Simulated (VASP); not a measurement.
A run of VASP 6.6.1 is set up as follows.

INCAR

```
PREC = Accurate
ENCUT = 520
EDIFF = 1E-7
ISMEAR = 0
SIGMA = 0.15
LREAL = False
LASPH = True
NELM = 60
ALGO = Fast
ISIF = 2
LWAVE = False
LCHARG = False
GGA = PS
NBANDS = 42
```

KPOINTS

```
Automatic mesh
0
Gamma
  18 18 4
```

The input POSCAR:

```
Au
1.0
    2.0455000000     -2.0455000000      0.0000000000
    2.0455000000      0.0000000000     -2.0455000000
   10.7800762114     10.7800762114     10.7800762114
Au
6
Direct
    0.6666666667      0.6666666667      0.0632367484
    0.0000000000      0.0000000000      0.6957307307
    0.3333333333      0.3333333333      0.1897355448
    0.6666666667      0.6666666667      0.4427331378
    0.0000000000      0.0000000000      0.3162343413
    0.3333333333      0.3333333333      0.5692319343
```

Potentials or basis: VASP PAW PBE potentials, release 64 (Au).

Launch:

```bash
$ cat potpaw_PBE.64/Au/POTCAR > POTCAR
$ mpirun -np 1 vasp_std > vasp.out
```

**Question.** Predict the band gap on the k mesh.

**Answer.** Zero (bands 33 and 34 overlap by 4.74 eV).

**Question.** Estimate the largest force.

**Answer.** 0.124 eV/Å.

**Question.** Predict the pressure.

**Answer.** -3.2 GPa.

Forces on the atoms (eV/Å):
```
Au  -0.010 -0.010 -0.010
Au   0.010  0.010  0.010
Au   0.072  0.072  0.072
Au   0.003  0.003  0.003
Au  -0.003 -0.003 -0.003
Au  -0.072 -0.072 -0.072
```

Caveat: the cell differs from its parent crystal (the distance across one plane changed); the cell stands under tension; the PAW data sets were made with another functional, which shifts forces and pressure a little; spin-orbit coupling is left out, which moves the levels of the heavy elements.
